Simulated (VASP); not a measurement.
Here is a VASP 6.6.1 calculation.

File INCAR:

```
SYSTEM = GaAs
PREC = Accurate
ENCUT = 520
EDIFF = 1E-6
ISMEAR = 0
SIGMA = 0.02
LREAL = .False.
LASPH = .True.
NELM = 80
ALGO = Normal
ISIF = 2
LWAVE = .False.
LCHARG = .False.
GGA = CA
NBANDS = 16
```

File KPOINTS:

```
Automatic mesh
0
Gamma
  12 12 12
  0 0 0
```

The input POSCAR:

```
GaAs
1.0
    0.0000000000      2.8016907859      2.8016907859
    2.8016907859      0.0000000000      2.8016907859
    2.8016907859      2.8016907859      0.0000000000
Ga As
1 1
Direct
    0.0000000000      0.0000000000      0.0000000000
    0.7500000000      0.7500000000      0.7500000000
```

Potentials or basis: VASP PAW LDA potentials, release 64 (Ga_d, As).

Command:

```sh
$ cat potpaw_LDA.64/Ga_d/POTCAR potpaw_LDA.64/As/POTCAR > POTCAR
$ mpirun -np 1 vasp_std > vasp.out
```

(1) Predict the pressure.

(2) Estimate the band gap on the k mesh.

Answers

(1) 0.3 GPa.

(2) 0.54 eV, direct.
